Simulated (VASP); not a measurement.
Here is a VASP 6.6.1 calculation.

File INCAR:

```
ALGO     = Normal         # electronic algorithm
EDIFF    = 1E-6           # SCF threshold, eV
ENCUT    = 520            # plane-wave cutoff, eV
ISIF     = 2              # what is computed and relaxed
ISMEAR   = -1             # smearing method
LASPH    = T              # aspherical terms in the spheres
LCHARG   = T              # write CHGCAR
LELF     = T              # ELF
LREAL    = F              # projectors in reciprocal space
LVHAR    = T            
LWAVE    = F              # write WAVECAR
NBANDS   = 12             # bands
NELM     = 80             # most SCF steps
PREC     = Accurate       # precision mode
SIGMA    = 0.05           # smearing width, eV
```

File KPOINTS:

```
k-points
0
Gamma
  16 16 16
```

Contents of POSCAR:

```
Hg
1.0
    0.0000000000      2.2217193044      2.2217193044
    2.2217193044      0.0000000000      2.2217193044
    2.2217193044      2.2217193044      0.0000000000
Hg
1
Direct
    0.0000000000      0.0000000000      0.0000000000
```

Potentials or basis: VASP PAW LDA potentials, release 64 (Hg).

The run is started by

```bash
$ cat potpaw_LDA.64/Hg/POTCAR > POTCAR
$ mpirun -np 1 vasp_std > vasp.out
```

**Question.** Predict the band gap on the k mesh.

**Answer.** Zero (bands 6 and 7 overlap by 2.06 eV).

**Question.** What does it give for the pressure?

**Answer.** 0.6 GPa.

Caveat: spin-orbit coupling is left out, which moves the levels of the heavy elements.
